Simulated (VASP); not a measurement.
# NaScSe2 (Pmmn) in VASP: single point with r2SCAN+rVV10

Aim: the single point of NaScSe2 with r2SCAN+rVV10.

Program: VASP 6.6.1. These are calculated values, not measurements. Logs are shortened: lines on timing, memory, paths and dates and some standing lists are left out, and cuts for length are marked.

**1. The cell of the first run**

The structure is orthorhombic, space group Pmmn (No. 59). Conventional cell: a = 3.878 Å, b = 5.578 Å, c = 8.364 Å, α = 90.00°, β = 90.00°, γ = 90.00°. Na (site symmetry mm2) has 6 Se at 2.81 to 3.08 Å within 3.7 Å. Within 3.5 Å of Se (site symmetry mm2) lie 2 Sc at 2.64 Å and 4 Na at 2.81 to 2.97 Å. Se (site symmetry mm2) has 4 Sc at 2.74 to 2.80 Å and 2 Na at 3.08 Å and 11 Se at 3.73 to 3.95 Å within 4.0 Å. Within 3.5 Å of Sc (site symmetry mm2) lie 6 Se at 2.64 to 2.80 Å.

**2. Single point, r2SCAN+rVV10**

Contents of POSCAR:

```
NaScSe2
1.0
    3.8776322734      0.0000000000      0.0000000000
    0.0000000000      5.5780009765      0.0000000000
    0.0000000000      0.0000000000      8.3643849846
Na Se Sc
2 4 2
Direct
    0.0000000000      0.0000000000      0.8884360013
    0.5000000000      0.5000000000      0.1115639987
    0.0000000000      0.5000000000      0.8430277695
    0.5000000000      0.0000000000      0.1569722305
    0.0000000000      0.5000000000      0.3970579607
    0.5000000000      0.0000000000      0.6029420393
    0.0000000000      0.0000000000      0.3708989630
    0.5000000000      0.5000000000      0.6291010370
```

Contents of INCAR.step1:

```
SYSTEM = NaScSe2
ALGO = Normal
EDIFF = 1E-4
ENCUT = 520
GGA = PE
ISMEAR = -1
LASPH = .TRUE.
LCHARG = .FALSE.
LREAL = .FALSE.
LWAVE = .TRUE.
NBANDS = 40
NELM = 100
PREC = Accurate
SIGMA = 0.03
```

Contents of INCAR.step2:

```
SYSTEM = NaScSe2
ALGO = Normal
BPARAM = 11.95
CPARAM = 0.0093
EDIFF = 1E-6
ENCUT = 520
ISIF = 2
ISMEAR = -1
ISTART = 1
IVDW_NL = 2
LASPH = .TRUE.
LCHARG = .FALSE.
LMIXTAU = .TRUE.
LREAL = .FALSE.
LUSE_VDW = .TRUE.
LWAVE = .FALSE.
METAGGA = R2SCAN
NBANDS = 40
NELM = 100
PREC = Accurate
SIGMA = 0.03
```

Contents of KPOINTS:

```
k-points
0
G
  6 4 4
  0 0 0
```

Potentials or basis: VASP PAW PBE potentials, release 64 (Na_pv, Se, Sc_sv).

Run with:

```bash
$ cat potpaw_PBE.64/Na_pv/POTCAR potpaw_PBE.64/Se/POTCAR potpaw_PBE.64/Sc_sv/POTCAR > POTCAR
$ cp INCAR.step1 INCAR
$ mpirun -np 1 vasp_std > vasp.out
$ cp INCAR.step2 INCAR
$ mpirun -np 1 vasp_std > vasp.out
```

OUTCAR:

```text
SYSTEM = NaScSe2
   BPARAM = 11.95
   EDIFF = 1E-6
   ENCUT = 520
   ISIF = 2
   ISMEAR = -1
   ISTART = 1
   IVDW_NL = 2
   LASPH = .TRUE.
   LREAL = .FALSE.
   METAGGA = R2SCAN
   NELM = 100
   PREC = Accurate

 ion  position               nearest neighbor table
   1  0.000  0.000  0.888-
   2  0.500  0.500  0.112-
   3  0.000  0.500  0.843-   8 2.64   8 2.64
   4  0.500  0.000  0.157-   7 2.64   7 2.64
   5  0.000  0.500  0.397-   8 2.74   8 2.74   7 2.80   7 2.80
   6  0.500  0.000  0.603-   7 2.74   7 2.74   8 2.80   8 2.80
   7  0.000  0.000  0.371-   4 2.64   4 2.64   6 2.74   6 2.74   5 2.80   5 2.80
   8  0.500  0.500  0.629-   3 2.64   3 2.64   5 2.74   5 2.74   6 2.80   6 2.80

  LATTYP: Found a simple orthorhombic cell.
 ALAT       =     3.8776322734
 B/A-ratio  =     1.4385069504
 C/A-ratio  =     2.1570856633

  Lattice vectors:

 A1 = (   3.8776322734,   0.0000000000,   0.0000000000)
 A2 = (   0.0000000000,   5.5780009765,   0.0000000000)
 A3 = (   0.0000000000,   0.0000000000,   8.3643849846)

Analysis of symmetry for initial positions (statically):
=====================================================================
 Subroutine PRICEL returns:
 Original cell was already a primitive cell.

 Routine SETGRP: Setting up the symmetry group for a
 simple orthorhombic supercell.

 Subroutine GETGRP returns: Found  8 space group operations
 (whereof  4 operations were pure point group operations)
 out of a pool of  8 trial point group operations.

The static configuration has the point symmetry C_2v.
 The point group associated with its full space group is D_2h.

Analysis of symmetry for dynamics (positions and initial velocities):
=====================================================================
 Subroutine PRICEL returns:
 Original cell was already a primitive cell.

 Routine SETGRP: Setting up the symmetry group for a
 simple orthorhombic supercell.

 Subroutine GETGRP returns: Found  8 space group operations
 (whereof  4 operations were pure point group operations)
 out of a pool of  8 trial point group operations.

The dynamic configuration has the point symmetry C_2v.
 The point group associated with its full space group is D_2h.

 Subroutine INISYM returns: Found  8 space group operations
 (whereof  4 operations are pure point group operations),
 and found     1 'primitive' translations

----------------------------------------------------------------------------------------

                                     Primitive cell

  volume of cell :     180.9169

  direct lattice vectors                    reciprocal lattice vectors
     3.877632273  0.000000000  0.000000000     0.257889333  0.000000000  0.000000000
     0.000000000  5.578000977  0.000000000     0.000000000  0.179275695  0.000000000
     0.000000000  0.000000000  8.364384985     0.000000000  0.000000000  0.119554516

  length of vectors
     3.877632273  5.578000977  8.364384985     0.257889333  0.179275695  0.119554516

  position of ions in fractional coordinates (direct lattice)
     0.000000000  0.000000000  0.888436001
     0.500000000  0.500000000  0.111563999
     0.000000000  0.500000000  0.843027769
     0.500000000  0.000000000  0.156972231
     0.000000000  0.500000000  0.397057961
     0.500000000  0.000000000  0.602942039
     0.000000000  0.000000000  0.370898963
     0.500000000  0.500000000  0.629101037

  ion indices of the primitive-cell ions
   primitive index   ion index
                 1           1
                 2           2
                 3           3
                 4           4
                 5           5
                 6           6
                 7           7
                 8           8

----------------------------------------------------------------------------------------

 KPOINTS: k-points

Automatic generation of k-mesh.
 Grid dimensions read from file:
 generate k-points for:    6    4    4

 Generating k-lattice:

  Cartesian coordinates                     Fractional coordinates (reciprocal lattice)
     0.042981555  0.000000000  0.000000000     0.166666667  0.000000000  0.000000000
     0.000000000  0.044818924  0.000000000     0.000000000  0.250000000  0.000000000
     0.000000000  0.000000000  0.029888629     0.000000000  0.000000000  0.250000000

  Length of vectors
     0.042981555  0.044818924  0.029888629

  Shift w.r.t. Gamma in fractional coordinates (k-lattice)
     0.000000000  0.000000000  0.000000000

 Subroutine IBZKPT returns following result:
 ===========================================

 Found     36 irreducible k-points:

 Following reciprocal coordinates:
            Coordinates               Weight
  0.000000  0.000000  0.000000      1.000000
  0.166667  0.000000  0.000000      2.000000
  0.333333  0.000000  0.000000      2.000000
  0.500000  0.000000  0.000000      1.000000
  0.000000  0.250000  0.000000      2.000000
  0.166667  0.250000  0.000000      4.000000
[... 16 lines left out ...]
  0.333333  0.500000  0.250000      4.000000
  0.500000  0.500000  0.250000      2.000000
 [... further k-points ...]
   k-points           NKPTS =     36   k-points in BZ     NKDIM =     36   number of bands    NBANDS=     40
   number of dos      NEDOS =    301   number of ions     NIONS =      8
   total plane-waves  NPLWV =  80640
   dimension x,y,z NGX =    30 NGY =   42 NGZ =   64
   dimension x,y,z NGXF=    60 NGYF=   84 NGZF=  128
   ions per type =               2   4   2
   NGX,Y,Z   is equivalent  to a cutoff of  12.86, 12.52, 12.72 a.u.
   NGXF,Y,Z  is equivalent  to a cutoff of  25.72, 25.04, 25.44 a.u.
 SYSTEM =  NaScSe2
   PREC   = accura    normal or accurate (medium, high low for compatibility)
   ISTART =      1    job   : 0-new  1-cont  2-samecut
   ICHARG =      0    charge: 1-file 2-atom 10-const
   ISPIN  =      1    spin polarized calculation?
   LNONCOLLINEAR =      F non collinear calculations
   LSORBIT =      F    spin-orbit coupling
   LASPH  =      T    aspherical Exc in radial PAW
   ENCUT  =  520.0 eV  38.22 Ry    6.18 a.u.   7.21 10.37 15.55*2*pi/ulx,y,z
   NELM   =    100;   NELMIN=  2; NELMDL=  0     # of ELM steps
   EDIFF  = 0.1E-05   stopping-criterion for ELM
   LREAL  =      F    real-space projection
   EDIFFG = 0.1E-04   stopping-criterion for IOM
   NSW    =      0    number of steps for IOM
   IBRION =     -1    ionic relax: 0-MD 1-quasi-New 2-CG
   NFREE  =      0    steps in history (QN), initial steepest desc. (CG)
   ISIF   =      2    stress and relaxation
   ISYM   =      2    0-nonsym 1-usesym 2-fastsym
   POTIM  = 0.5000    time-step for ionic-motion
   TEBEG  =    0.0;   TEEND  =   0.0 temperature during run
   PSTRESS=    0.0 pullay stress
   NELECT =      60.0000    total number of electrons
   NUPDOWN=      -1.0000    fix difference up-down
   EMIN   =  10.00;   EMAX   =-10.00  energy-range for DOS
   EFERMI =   0.00;   METHOD = LEGACY
   ISMEAR =    -1;   SIGMA  =   0.03  broadening in eV -4-tet -1-fermi 0-gaus
   EFERMI_NEDOS =   21; number of points for ismear=-14 and -15
   IALGO  =     38    algorithm
   IMIX   =      4    mixing-type and parameters
     AMIX     =   0.40;   BMIX     =  1.00
     AMIX_MAG =   1.60;   BMIX_MAG =  1.00
  volume/ion in A,a.u.               =      22.61       152.61
  Fermi-wavevector in a.u.,A,eV,Ry     =   1.133180  2.141399 17.471194  1.284097
  Thomas-Fermi vector in A             =   2.269882
   LORBIT       =      0    0 simple, 1 ext, 2 COOP (PROOUT), +10 PAW based schemes
   METAGGA = R2SCAN    functional components
   LHFCALC =     F    Hartree Fock is set to
   AEXX    =    0.0000 exact exchange contribution
   IVDW_NL    =     2    kernel type
   BPARAM     =11.9500
   IVDW    =     0    specifies the selected vdW correction
   LEPSILON=     F    determine dielectric tensor
   LRPA    =     F    only Hartree local field effects (RPA)
 non-spin polarized calculation
  energy-cutoff  :      520.00
  volume of cell :      180.92
 maximum number of plane-waves:      4906
 NGX is ok and might be reduce to    30
   NGX = 15   NGY = 21   NGZ = 31

 number of electron      60.0000006 magnetization

 Free energy of the ion-electron system (eV)
  ---------------------------------------------------
  ext. energy  EPLUGINS =         0.00000000
  ---------------------------------------------------
  free energy    TOTEN  =       -99.89553436 eV

  energy without entropy =      -99.89553436  energy(sigma->0) =      -99.89553436

 E-fermi :   3.2269     XC(G=0):  -9.7956

 val. band max:        2.5118081108   @ k =   0.0000   0.0000   0.0000
 cond. band min:       4.0610373661   @ k =   0.5000   0.0000   0.0000
 fundamental gap:      1.5492292552
 Fermi energy:         3.2268535301

 k-point     1 :       0.0000    0.0000    0.0000
  band No.  band energies     occupation
      1     -49.1760      2.00000
      2     -49.1733      2.00000
      3     -26.8840      2.00000
      4     -26.8607      2.00000
      5     -26.7983      2.00000
      6     -26.7846      2.00000
[... 32 lines left out ...]
     39       6.7230      0.00000
     40       6.8175      0.00000

 k-point     2 :       0.1667    0.0000    0.0000
  band No.  band energies     occupation
      1     -49.1752      2.00000
      2     -49.1728      2.00000
      3     -26.8816      2.00000
      4     -26.8615      2.00000
      5     -26.7948      2.00000
      6     -26.7851      2.00000
[... 32 lines left out ...]
     39       6.3981      0.00000
     40       6.4616      0.00000

 k-point     3 :       0.3333    0.0000    0.0000
  band No.  band energies     occupation
      1     -49.1735      2.00000
      2     -49.1721      2.00000
      3     -26.8757      2.00000
      4     -26.8640      2.00000
      5     -26.8018      2.00000
      6     -26.7975      2.00000
[... 32 lines left out ...]
     39       6.5857      0.00000
     40       6.8867      0.00000

 k-point     4 :       0.5000    0.0000    0.0000
  band No.  band energies     occupation
      1     -49.1722      2.00000
      2     -49.1722      2.00000
      3     -26.8690      2.00000
      4     -26.8690      2.00000
      5     -26.8115      2.00000
      6     -26.8115      2.00000
[... 32 lines left out ...]
     39       7.0699      0.00000
     40       7.0699      0.00000
[... 772 lines left out ...]
     39       7.1223      0.00000
     40       7.1223      0.00000

 k-point    23 :       0.3333    0.5000    0.2500
  band No.  band energies     occupation
      1     -49.1728      2.00000
      2     -49.1728      2.00000
      3     -26.8741      2.00000
      4     -26.8741      2.00000
      5     -26.7953      2.00000
      6     -26.7953      2.00000
[... 32 lines left out ...]
     39       7.0510      0.00000
     40       7.0510      0.00000

 k-point    24 :       0.5000    0.5000    0.2500
  band No.  band energies     occupation
      1     -49.1722      2.00000
      2     -49.1722      2.00000
      3     -26.8737      2.00000
      4     -26.8737      2.00000
      5     -26.8066      2.00000
      6     -26.8066      2.00000
[... 32 lines left out ...]
     39       6.9642      0.00000
     40       6.9642      0.00000

 [... further k-points ...]
[... 5 lines left out ...]
  --------------------------------------------------------------------------------------
  -------------------------------------------------------------------------------------
  Total        0.3360740      0.1311381      0.2401712      0.0000000      0.0000000      0.0000000
  in kB        2.9762285      1.1613421      2.1269253      0.0000000      0.0000000      0.0000000
  external PRESSURE =       2.0881653 kB  Pullay stress =       0.0000000 kB

 VOLUME and BASIS-vectors are now :
 -----------------------------------------------------------------------------
  energy-cutoff  :      520.00
  volume of cell :      180.92
      direct lattice vectors                 reciprocal lattice vectors
     3.877632273  0.000000000  0.000000000     0.257889333  0.000000000  0.000000000
     0.000000000  5.578000977  0.000000000     0.000000000  0.179275695  0.000000000
     0.000000000  0.000000000  8.364384985     0.000000000  0.000000000  0.119554516

 POSITION                                       TOTAL-FORCE (eV/Angst)
 -----------------------------------------------------------------------------------
      0.00000      0.00000      7.43122         0.000000      0.000000      0.013021
      1.93882      2.78900      0.93316         0.000000      0.000000     -0.013021
      0.00000      2.78900      7.05141         0.000000      0.000000      0.056546
      1.93882      0.00000      1.31298         0.000000      0.000000     -0.056546
      0.00000      2.78900      3.32115         0.000000      0.000000     -0.044150
      1.93882      0.00000      5.04324         0.000000      0.000000      0.044150
      0.00000      0.00000      3.10234         0.000000      0.000000      0.005716
      1.93882      2.78900      5.26204         0.000000      0.000000     -0.005716
 -----------------------------------------------------------------------------------
    total drift:                                0.000000      0.000000      0.000000

  FREE ENERGIE OF THE ION-ELECTRON SYSTEM (eV)
  ---------------------------------------------------
  free  energy   TOTEN  =       -99.8955343551 eV

  energy  without entropy=      -99.8955343551  energy(sigma->0) =      -99.89553436
```

It took 34 min on 1 thread of Intel Xeon 8259CL, shared host; peak memory 0.74 GiB.

Results:

```
Free energy            : -99.8955 eV
Pressure               : 0.2 GPa
Largest force          : 0.057 eV/Å
Band gap on the k mesh : 1.55 eV (least direct gap 1.61 eV)
```

Forces on the atoms (eV/Å):
```
Na   0.000  0.000  0.013
Na   0.000  0.000 -0.013
Se   0.000  0.000  0.057
Se   0.000  0.000 -0.057
Se   0.000  0.000 -0.044
Se   0.000  0.000  0.044
Sc   0.000  0.000  0.006
Sc   0.000  0.000 -0.006
```

Stress tensor (GPa, compression positive):
```
0.30 0.00 0.00
0.00 0.12 0.00
0.00 0.00 0.21
```

Caveat: the PAW data sets were made with another functional, which shifts forces and pressure a little. A k mesh can miss the band edges.
